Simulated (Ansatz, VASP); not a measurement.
# Te2Mo: VASP beside Ansatz

File INCAR:

```
SYSTEM = Te2Mo
PREC     = Accurate       ! precision mode
ENCUT    = 520            ! plane-wave cutoff, eV
EDIFF    = 1E-6           ! SCF threshold, eV
ISMEAR   = 0              ! smearing method
SIGMA    = 0.01           ! smearing width, eV
LREAL    = .FALSE.        ! projectors in reciprocal space
LASPH    = .TRUE.         ! aspherical terms in the spheres
NELM     = 60             ! most SCF steps
ALGO     = Normal         ! electronic algorithm
ISIF     = 2              ! what is computed and relaxed
LWAVE    = .FALSE.        ! write WAVECAR
LCHARG   = .TRUE.         ! write CHGCAR
GGA      = PE             ! functional
LELF     = .TRUE.         ! ELF
LVHAR    = .TRUE.       
NBANDS   = 20             ! bands
```

Contents of KPOINTS:

```
regular mesh
0
G
  6 6 6
  0 0 0
```

POSCAR

```
Te2Mo
1.0
    1.7734078909      1.0238775232      7.1041367320
   -1.7734078909      1.0238775232      7.1041367320
    0.0000000000     -2.0477550464      7.1041367320
Mo Te
1 2
Direct
   -0.0000368534     -0.0000368534     -0.0000368534
    0.4174226658      0.4174226658      0.4174226658
    0.2492808544      0.2492808544      0.2492808544
```

Input for Ansatz:

```yaml
crystal:
  lattice:
    - [1.7734078909, 1.0238775232, 7.104136732]
    - [-1.7734078909, 1.0238775232, 7.104136732]
    - [0.0, -2.0477550464, 7.104136732]
  atoms:
    - { symbol: Mo, position: [-3.68534e-05, -3.68534e-05, -3.68534e-05] }
    - { symbol: Te, position: [0.4174226658, 0.4174226658, 0.4174226658] }
    - { symbol: Te, position: [0.2492808544, 0.2492808544, 0.2492808544] }
kpoints:
  mp_grid: { grid: [6, 6, 6] }
hamiltonian:
  xc: pbe
scf:
  occupations: { method: fixed }
output:
  optics:
    e_range: [0, 12]
    de: 0.05
    sigma: 0.1
    bands: { spectra_wanted_up_to: 12 }
  write_density: true
  write_potential: true
  elf: true
  volumetric_format: npy
```

Alike in both runs: task single point; functional PBE; k mesh 6 × 6 × 6; no spin polarisation.

|  | VASP | Ansatz |
| --- | --- | --- |
| version | VASP 6.6.1 | Ansatz 0.2.0 |
| potentials or method | VASP PAW PBE potentials, release 64 (Mo_sv, Te) | plane waves, PAW |
| plane-wave cutoff (eV) | 520 | 420 |
| occupations | gaussian, width 0.01 eV | fixed |
| valence electrons in the cell | 26 | 46 |

Ansatz gave:

```
gap on the k mesh at the Fermi level (eV) : 0.90
```

Task: Which values does VASP return?

Result: gap on the k mesh at the Fermi level (eV): 0.89.

VASP's potentials hold 26 valence electrons a cell and Ansatz's 46, so a difference there can come from the potentials and not from the codes.

Neither program's run includes spin-orbit coupling.
